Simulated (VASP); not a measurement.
Ag, 1 atom in the cell. The structure is cubic, space group Im-3m (No. 229). Conventional cell: a = 2.685 Å, b = 2.685 Å, c = 2.685 Å, α = 90.00°, β = 90.00°, γ = 90.00°. Within 3.1 Å of Ag (site symmetry m-3m) lie 14 Ag at 2.33 to 2.68 Å. This isn't the form of Ag at room conditions, which is fcc.

```yaml
Program: VASP 6.6.1
Task: relaxation of cell and atoms
Functional: LDA
Potentials_or_basis: VASP PAW LDA potentials, release 64 (Ag)
Cutoff: 500 eV
k_mesh: 20 × 20 × 20
Occupations: fermi-dirac, width 0.05 eV
Spin: no spin polarisation
Target_pressure: 280 GPa
Dipole_correction: no
Further_INCAR_settings: ALGO = Normal; EDIFF = 1e-07; IBRION = 2; EDIFFG = -0.005; NSW = 60; ISIF = 3
```

Potentials or basis: VASP PAW LDA potentials, release 64 (Ag).

Run with:

```console
$ cat potpaw_LDA.64/Ag/POTCAR > POTCAR
$ mpirun -np 1 vasp_std > vasp.out
```

Hardware: 1 thread of Intel(R) Xeon(R) Platinum 8488C (Sapphire Rapids), with other jobs on the host.

Problem. How long does it take, and how much memory?

Solution. Run time: 22 s on 1 thread of Intel(R) Xeon(R) Platinum 8488C (Sapphire Rapids) (shared host), peak memory 0.14 GiB. Counts: scf iterations 22, k points 256, ion steps 3.
